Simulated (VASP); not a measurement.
A run of VASP 6.6.1:

INCAR

```
  PREC = Accurate
  ENCUT = 520
  EDIFF = 1E-6
  ISMEAR = -1
  SIGMA = 0.05
  LREAL = False
  LASPH = True
  NELM = 150
  ALGO = Normal
  ISIF = 2
  LWAVE = False
  LCHARG = False
  ISPIN = 2
  MAGMOM = 7.214 7.214
  LORBIT = 11
  LMAXMIX = 6
  GGA = CA
  NBANDS = 29
```

Contents of KPOINTS:

```
Automatic mesh
0
Gamma
  4 4 2
```

Contents of POSCAR:

```
Gd
1.0
    3.4841536640      0.0000000000      0.0000000000
   -1.7420768320      3.0173655837      0.0000000000
    0.0000000000      0.0000000000      5.5867162136
Gd
2
Direct
    0.3333333333      0.6666666667      0.2500000000
    0.6666666667      0.3333333333      0.7500000000
```

Potentials or basis: VASP PAW PBE potentials, release 64 (Gd).

The run is started by

```sh
$ cat potpaw_PBE.64/Gd/POTCAR > POTCAR
$ mpirun -np 1 vasp_std > vasp.out
```

Hardware: 1 thread of Intel(R) Xeon(R) 6975P-C (Granite Rapids), with other jobs on the host.

How long does it take, and how much memory?

It took 40 s on 1 thread of Intel(R) Xeon(R) 6975P-C (Granite Rapids), with other jobs on the host, peak memory 0.17 GiB. Counts: scf iterations 36, k points 8.
